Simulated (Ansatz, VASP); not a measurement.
**Two plane-wave programs on SrZr5O**

```xyz
14
Lattice="3.7811 0.0005 -0.0010 0.0005 3.7719 -0.0001 -0.0060 -0.0004 21.3581" Properties=species:S:1:pos:R:3 pbc="T T T"
Sr   -0.0002    1.8858    1.2708
Sr    1.8849   -0.0002   20.0864
Zr   -0.0030    1.8858   11.4714
Zr    1.8879    0.0001    9.8862
Zr    1.8903    3.7720    3.5329
Zr   -0.0049    1.8857   17.8244
Zr    3.7801    1.8862    5.1354
Zr    1.8859    0.0001   16.2212
Zr   -0.0039    1.8859   14.6437
Zr    1.8869    0.0002   13.0768
Zr    1.8888    0.0000    6.7140
Zr   -0.0019    1.8857    8.2807
O     1.8905    3.7719    1.3413
O     3.7759    1.8859   20.0155
```

Change from the starting cell: cell x1, atoms moved at random (sigma 0.05 Å) and cell strained at random (1.5 %), then relaxed without symmetry.

Alike in both runs: functional PBE; k mesh 6 × 6 × 1; occupations gaussian, width 0.2 eV; no spin polarisation.

Ansatz relaxed the structure, and its values are those at the end. VASP's run is a single point on that final structure, the one shown.

|  | VASP | Ansatz |
| --- | --- | --- |
| version | VASP 6.6.1 | Ansatz 0.2.0 |
| potentials or method | VASP PAW PBE potentials, release 64 (Sr_sv, Zr_sv, O), cutoff 520 eV | scalar-relativistic, plane waves, PAW |
| valence electrons in the cell | 152 | 152 |

|  | VASP | Ansatz | Ansatz less VASP |
| --- | --- | --- | --- |
| gap on the k mesh at the Fermi level (eV) | none | none | - |
| pressure (GPa) | 0.2 | 0.1 | -0.10 |
| rms of the force components (eV/Å) | 0.004 | 0.001 | -0.0025 |

A gap of «none» marks a metal or a gap that the smearing closes.
